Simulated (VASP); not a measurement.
# AlN (P6_3/mmc) in VASP: single point with PBEsol

Aim: the single point of AlN with PBEsol.

Program: VASP 6.6.1. These are calculated values, not measurements. Logs are shortened: lines on timing, memory, paths and dates and some standing lists are left out, and cuts for length are marked.

### 1 The cell of the first run

Symmetry: P6_3/mmc, No. 194, hexagonal system. The conventional cell has a = 3.312 Å, b = 3.312 Å, c = 4.188 Å, α = 90.00°, β = 90.00°, γ = 120.00°. Within 2.5 Å of Al (site symmetry -6m2) lie 5 N at 1.91 to 2.09 Å. Within 2.5 Å of N (site symmetry -6m2) lie 5 Al at 1.91 to 2.09 Å.

### 2 Single point, PBEsol

File INCAR:

```
SYSTEM = AlN
PREC = Accurate
ENCUT = 600
EDIFF = 1E-6
ISMEAR = 0
SIGMA = 0.01
LREAL = .False.
LASPH = .True.
NELM = 120
ALGO = Normal
ISIF = 2
LWAVE = .False.
LCHARG = .False.
GGA = PS
NBANDS = 16
GGA_COMPAT = .False.
```

File KPOINTS:

```
Automatic mesh
0
Gamma
  6 6 4
  0 0 0
```

File POSCAR:

```
AlN
1.0
    3.3121160000      0.0000000000      0.0000000000
   -1.6560580000      2.8683760000      0.0000000000
    0.0000000000      0.0000000000      4.1875630000
Al N
2 2
Direct
    0.3333333333      0.6666666667      0.7500000000
    0.6666666667      0.3333333333      0.2500000000
    0.3333333333      0.6666666667      0.2500000000
    0.6666666667      0.3333333333      0.7500000000
```

Potentials or basis: VASP PAW PBE potentials, release 64 (Al, N).

Launch:

```bash
$ cat potpaw_PBE.64/Al/POTCAR potpaw_PBE.64/N/POTCAR > POTCAR
$ mpirun -np 1 vasp_std > vasp.out
```

OUTCAR:

```text
SYSTEM = AlN
   PREC = Accurate
   ENCUT = 600
   EDIFF = 1E-6
   ISMEAR = 0
   LREAL = .False.
   LASPH = .True.
   NELM = 120
   ISIF = 2
   GGA = PS

 ion  position               nearest neighbor table
   1  0.333  0.667  0.750-   4 1.91   4 1.91   4 1.91   3 2.09   3 2.09   2 2.84   2 2.84   2 2.84
                             2 2.84   2 2.84   2 2.84
   2  0.667  0.333  0.250-   3 1.91   3 1.91   3 1.91   4 2.09   4 2.09   1 2.84   1 2.84   1 2.84
                             1 2.84   1 2.84   1 2.84
   3  0.333  0.667  0.250-   2 1.91   2 1.91   2 1.91   1 2.09   1 2.09
   4  0.667  0.333  0.750-   1 1.91   1 1.91   1 1.91   2 2.09   2 2.09

  LATTYP: Found a hexagonal cell.
 ALAT       =     3.3121160000
 C/A-ratio  =     1.2643165276

  Lattice vectors:

 A1 = (   3.3121160000,   0.0000000000,   0.0000000000)
 A2 = (  -1.6560580000,   2.8683760000,   0.0000000000)
 A3 = (   0.0000000000,   0.0000000000,   4.1875630000)

Analysis of symmetry for initial positions (statically):
=====================================================================
 Subroutine PRICEL returns:
 Original cell was already a primitive cell.

 Routine SETGRP: Setting up the symmetry group for a
 hexagonal supercell.

 Subroutine GETGRP returns: Found 24 space group operations
 (whereof 12 operations were pure point group operations)
 out of a pool of 24 trial point group operations.

The static configuration has the point symmetry D_3d.
 The point group associated with its full space group is D_6h.

Analysis of symmetry for dynamics (positions and initial velocities):
=====================================================================
 Subroutine PRICEL returns:
 Original cell was already a primitive cell.

 Routine SETGRP: Setting up the symmetry group for a
 hexagonal supercell.

 Subroutine GETGRP returns: Found 24 space group operations
 (whereof 12 operations were pure point group operations)
 out of a pool of 24 trial point group operations.

The dynamic configuration has the point symmetry D_3d.
 The point group associated with its full space group is D_6h.

 Subroutine INISYM returns: Found 24 space group operations
 (whereof 12 operations are pure point group operations),
 and found     1 'primitive' translations

----------------------------------------------------------------------------------------

                                     Primitive cell

  volume of cell :      39.7835

  direct lattice vectors                    reciprocal lattice vectors
     3.312116000  0.000000000  0.000000000     0.301921793  0.174314664  0.000000000
    -1.656058000  2.868376000  0.000000000     0.000000000  0.348629329  0.000000000
     0.000000000  0.000000000  4.187563000     0.000000000  0.000000000  0.238802377

  length of vectors
     3.312116000  3.312115484  4.187563000     0.348629275  0.348629329  0.238802377

  position of ions in fractional coordinates (direct lattice)
     0.333333333  0.666666667  0.750000000
     0.666666667  0.333333333  0.250000000
     0.333333333  0.666666667  0.250000000
     0.666666667  0.333333333  0.750000000

  ion indices of the primitive-cell ions
   primitive index   ion index
                 1           1
                 2           2
                 3           3
                 4           4

----------------------------------------------------------------------------------------

 KPOINTS: Automatic mesh

Automatic generation of k-mesh.
 Grid dimensions read from file:
 generate k-points for:    6    6    4

 Generating k-lattice:

  Cartesian coordinates                     Fractional coordinates (reciprocal lattice)
     0.050320299  0.029052444  0.000000000     0.166666667  0.000000000  0.000000000
     0.000000000  0.058104888  0.000000000     0.000000000  0.166666667  0.000000000
     0.000000000  0.000000000  0.059700594     0.000000000  0.000000000  0.250000000

  Length of vectors
     0.058104879  0.058104888  0.059700594

  Shift w.r.t. Gamma in fractional coordinates (k-lattice)
     0.000000000  0.000000000  0.000000000

 Subroutine IBZKPT returns following result:
 ===========================================

 Found     21 irreducible k-points:

 Following reciprocal coordinates:
            Coordinates               Weight
  0.000000  0.000000  0.000000      1.000000
  0.166667 -0.000000  0.000000      6.000000
  0.333333 -0.000000  0.000000      6.000000
  0.500000 -0.000000  0.000000      3.000000
  0.166667  0.166667  0.000000      6.000000
  0.333333  0.166667  0.000000     12.000000
[... 13 lines left out ...]
  0.333333  0.166667  0.500000     12.000000
  0.333333  0.333333  0.500000      2.000000
   k-points           NKPTS =     21   k-points in BZ     NKDIM =     21   number of bands    NBANDS=     16
   number of dos      NEDOS =    301   number of ions     NIONS =      4
   total plane-waves  NPLWV =  28224
   dimension x,y,z NGX =    28 NGY =   28 NGZ =   36
   dimension x,y,z NGXF=    56 NGYF=   56 NGZF=   72
   ions per type =               2   2
   NGX,Y,Z   is equivalent  to a cutoff of  14.05, 14.05, 14.29 a.u.
   NGXF,Y,Z  is equivalent  to a cutoff of  28.11, 28.11, 28.58 a.u.
 SYSTEM =  AlN
   PREC   = accura    normal or accurate (medium, high low for compatibility)
   ISTART =      0    job   : 0-new  1-cont  2-samecut
   ICHARG =      2    charge: 1-file 2-atom 10-const
   ISPIN  =      1    spin polarized calculation?
   LNONCOLLINEAR =      F non collinear calculations
   LSORBIT =      F    spin-orbit coupling
   LASPH  =      T    aspherical Exc in radial PAW
   ENCUT  =  600.0 eV  44.10 Ry    6.64 a.u.   6.62  6.62  8.36*2*pi/ulx,y,z
   NELM   =    120;   NELMIN=  2; NELMDL= -5     # of ELM steps
   EDIFF  = 0.1E-05   stopping-criterion for ELM
   LREAL  =      F    real-space projection
   EDIFFG = 0.1E-04   stopping-criterion for IOM
   NSW    =      0    number of steps for IOM
   IBRION =     -1    ionic relax: 0-MD 1-quasi-New 2-CG
   NFREE  =      0    steps in history (QN), initial steepest desc. (CG)
   ISIF   =      2    stress and relaxation
   ISYM   =      2    0-nonsym 1-usesym 2-fastsym
   POTIM  = 0.5000    time-step for ionic-motion
   TEBEG  =    0.0;   TEEND  =   0.0 temperature during run
   PSTRESS=    0.0 pullay stress
   NELECT =      16.0000    total number of electrons
   NUPDOWN=      -1.0000    fix difference up-down
   EMIN   =  10.00;   EMAX   =-10.00  energy-range for DOS
   EFERMI =   0.00;   METHOD = LEGACY
   ISMEAR =     0;   SIGMA  =   0.01  broadening in eV -4-tet -1-fermi 0-gaus
   EFERMI_NEDOS =   21; number of points for ismear=-14 and -15
   IALGO  =     38    algorithm
   IMIX   =      4    mixing-type and parameters
     AMIX     =   0.40;   BMIX     =  1.00
     AMIX_MAG =   1.60;   BMIX_MAG =  1.00
  volume/ion in A,a.u.               =       9.95        67.12
  Fermi-wavevector in a.u.,A,eV,Ry     =   1.208409  2.283561 19.867928  1.460252
  Thomas-Fermi vector in A             =   2.344017
   LORBIT       =      0    0 simple, 1 ext, 2 COOP (PROOUT), +10 PAW based schemes
   GGA     = PS    functional components
   LHFCALC =     F    Hartree Fock is set to
   AEXX    =    0.0000 exact exchange contribution
   IVDW    =     0    specifies the selected vdW correction
   LEPSILON=     F    determine dielectric tensor
   LRPA    =     F    only Hartree local field effects (RPA)
 non-spin polarized calculation
 Gauss-broadening in eV      SIGMA  =   0.01
  energy-cutoff  :      600.00
  volume of cell :       39.78
 maximum number of plane-waves:      1349
 NGX is ok and might be reduce to    28
   NGX = 13   NGY = 13   NGZ = 17

 number of electron      16.0000002 magnetization

 Free energy of the ion-electron system (eV)
  ---------------------------------------------------
  ext. energy  EPLUGINS =         0.00000000
  ---------------------------------------------------
  free energy    TOTEN  =       -30.94084580 eV

  energy without entropy =      -30.94084580  energy(sigma->0) =      -30.94084580

 E-fermi :   7.9437     XC(G=0): -11.3529

 val. band max:        7.8597440091   @ k =   0.0000   0.0000   0.0000
 cond. band min:      11.0473400984   @ k =   0.0000   0.0000   0.0000
 fundamental gap:      3.1875960893
 Fermi energy:         7.9437060566

 k-point     1 :       0.0000    0.0000    0.0000
  band No.  band energies     occupation
      1      -8.9069      2.00000
      2      -5.2339      2.00000
      3       0.9368      2.00000
      4       4.5760      2.00000
      5       4.5760      2.00000
      6       6.2437      2.00000
[... 8 lines left out ...]
     15      19.5365      0.00000
     16      19.6778      0.00000

 k-point     2 :       0.1667   -0.0000    0.0000
  band No.  band energies     occupation
      1      -8.5927      2.00000
      2      -5.2351      2.00000
      3       1.2767      2.00000
      4       3.5462      2.00000
      5       4.1765      2.00000
      6       5.2941      2.00000
[... 8 lines left out ...]
     15      18.6011      0.00000
     16      19.7709      0.00000

 k-point     3 :       0.3333   -0.0000    0.0000
  band No.  band energies     occupation
      1      -7.7571      2.00000
      2      -5.4424      2.00000
      3       1.9681      2.00000
      4       2.2169      2.00000
      5       3.5921      2.00000
      6       4.0465      2.00000
[... 8 lines left out ...]
     15      19.1166      0.00000
     16      20.6053      0.00000

 k-point     4 :       0.5000   -0.0000    0.0000
  band No.  band energies     occupation
      1      -7.0310      2.00000
      2      -5.8688      2.00000
      3       1.3549      2.00000
      4       3.0965      2.00000
      5       3.3552      2.00000
      6       3.5287      2.00000
[... 8 lines left out ...]
     15      20.9686      0.00000
     16      20.9802      0.00000
[... 267 lines left out ...]
 k-point    19 :       0.1667    0.1667    0.5000
  band No.  band energies     occupation
      1      -6.8054      2.00000
      2      -6.8054      2.00000
      3       1.8648      2.00000
      4       1.8648      2.00000
      5       4.4047      2.00000
      6       4.4047      2.00000
[... 8 lines left out ...]
     15      18.9996      0.00000
     16      18.9996      0.00000

 k-point    20 :       0.3333    0.1667    0.5000
  band No.  band energies     occupation
      1      -6.3064      2.00000
      2      -6.3064      2.00000
      3       0.8988      2.00000
      4       0.8988      2.00000
      5       3.6174      2.00000
      6       3.6174      2.00000
[... 8 lines left out ...]
     15      20.0235      0.00000
     16      20.0235      0.00000

 k-point    21 :       0.3333    0.3333    0.5000
  band No.  band energies     occupation
      1      -6.1276      2.00000
      2      -6.1276      2.00000
      3       0.9751      2.00000
      4       0.9751      2.00000
      5       2.6715      2.00000
      6       2.6715      2.00000
[... 8 lines left out ...]
     15      20.4005      0.00000
     16      20.4005      0.00000

------------------------ aborting loop because EDIFF is reached ----------------------------------------

  FORCE on cell =-STRESS in cart. coord.  units (eV):
  Direction    XX          YY          ZZ          XY          YZ          ZX
  --------------------------------------------------------------------------------------
  -------------------------------------------------------------------------------------
  Total       -0.8319425     -0.8319422     -1.0511481      0.0000000      0.0000000      0.0000000
  in kB      -33.5043302    -33.5043163    -42.3322656      0.0000000      0.0000000      0.0000000
  external PRESSURE =     -36.4469707 kB  Pullay stress =       0.0000000 kB

 VOLUME and BASIS-vectors are now :
 -----------------------------------------------------------------------------
  energy-cutoff  :      600.00
  volume of cell :       39.78
      direct lattice vectors                 reciprocal lattice vectors
     3.312116000  0.000000000  0.000000000     0.301921793  0.174314664  0.000000000
    -1.656058000  2.868376000  0.000000000     0.000000000  0.348629329  0.000000000
     0.000000000  0.000000000  4.187563000     0.000000000  0.000000000  0.238802377

 POSITION                                       TOTAL-FORCE (eV/Angst)
 -----------------------------------------------------------------------------------
     -0.00000      1.91225      3.14067         0.000000     -0.000000      0.000000
      1.65606      0.95613      1.04689        -0.000000      0.000000      0.000000
     -0.00000      1.91225      1.04689         0.000000     -0.000000      0.000000
      1.65606      0.95613      3.14067        -0.000000      0.000000      0.000000
 -----------------------------------------------------------------------------------
    total drift:                               -0.000000     -0.000000     -0.000000

  FREE ENERGIE OF THE ION-ELECTRON SYSTEM (eV)
  ---------------------------------------------------
  free  energy   TOTEN  =       -30.9408457972 eV

  energy  without entropy=      -30.9408457972  energy(sigma->0) =      -30.94084580
```

Wall time 20 s (1 thread of Intel Xeon 8259CL, shared host); peak memory 0.17 GiB.

What came out:

- Free energy: -30.9408 eV
- Pressure: -3.6 GPa
- Band gap on the k mesh: 3.19 eV

Levels at points of the mesh, in eV from the valence-band top:
| k point | band 5 | band 6 | band 7 | band 8 | band 9 | band 10 | band 11 | band 12 |
| --- | --- | --- | --- | --- | --- | --- | --- | --- |
| (0.00, 0.00, 0.00) | -3.28 | -1.62 | -1.62 | 0.00 | 3.19 | 4.34 | 8.13 | 8.13 |
| (0.50, 0.00, 0.00) | -4.50 | -4.33 | -2.92 | -1.46 | 3.76 | 7.02 | 7.05 | 9.07 |
| (0.00, 0.00, 0.50) | -2.49 | -2.49 | -2.49 | -2.49 | 5.57 | 5.57 | 8.32 | 8.32 |
| (0.50, 0.00, 0.50) | -3.26 | -3.26 | -1.76 | -1.76 | 4.95 | 4.95 | 9.17 | 9.17 |

Caveat: the cell stands under tension; the PAW data sets were made with another functional, which shifts forces and pressure a little.
